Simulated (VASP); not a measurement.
Set up this calculation in VASP 6.6.1, as the native input.

| Property | Result |
| --- | --- |
| Task | single point |
| Functional | r2SCAN |
| Potentials or basis | VASP PAW PBE potentials, release 64 (Mg, S) |
| Cutoff | 520 eV |
| k mesh | 12 × 12 × 4 |
| Occupations | gaussian, width 0.01 eV |
| Spin | no spin polarisation |
| Dipole correction | no |
| Further INCAR settings | ALGO = Normal; EDIFF = 1e-07; NBANDS = 16 |

MgS:

```xyz
4
Lattice="4.0286 0.0000 0.0000 -2.0143 3.4889 0.0000 0.0000 0.0000 6.4544" Properties=species:S:1:pos:R:3 pbc="T T T"
Mg    0.0000    2.3259   -0.0185
Mg    2.0143    1.1630    3.2087
S     0.0000    2.3259    2.4389
S     2.0143    1.1630    5.6661
```

One way to write it, as run:

POSCAR

```
MgS
1.0
    4.0286256282      0.0000000000      0.0000000000
   -2.0143128141      3.4888921364      0.0000000000
    0.0000000000      0.0000000000      6.4543928025
Mg S
2 2
Direct
    0.3333333333      0.6666666667     -0.0028727188
    0.6666666667      0.3333333333      0.4971272812
    0.3333333333      0.6666666667      0.3778727188
    0.6666666667      0.3333333333      0.8778727188
```

INCAR.step1

```
ALGO = Normal
EDIFF = 1E-4
ENCUT = 520
GGA = PE
ISMEAR = 0
LASPH = True
LCHARG = False
LREAL = False
LWAVE = True
NBANDS = 16
NELM = 100
PREC = Accurate
SIGMA = 0.01
```

INCAR.step2

```
ALGO = Normal
EDIFF = 1E-7
ENCUT = 520
ISIF = 2
ISMEAR = 0
ISTART = 1
LASPH = True
LCHARG = False
LMIXTAU = True
LREAL = False
LWAVE = False
METAGGA = R2SCAN
NBANDS = 16
NELM = 100
PREC = Accurate
SIGMA = 0.01
```

KPOINTS

```
k-points
0
Gamma
  12 12 4
```

Potentials or basis: VASP PAW PBE potentials, release 64 (Mg, S).

Command:

```bash
$ cat potpaw_PBE.64/Mg/POTCAR potpaw_PBE.64/S/POTCAR > POTCAR
$ cp INCAR.step1 INCAR
$ mpirun -np 1 vasp_std > vasp.out
$ cp INCAR.step2 INCAR
$ mpirun -np 1 vasp_std > vasp.out
```

It gave:

```
Pressure               : -0.3 GPa
Band gap on the k mesh : 4.13 eV, direct
```

Caveat: the PAW data sets were made with another functional, which shifts forces and pressure a little.

Run time: 2.7 min on 1 thread of Intel(R) Xeon(R) 6975P-C (Granite Rapids), on a shared host, peak memory 0.25 GiB.
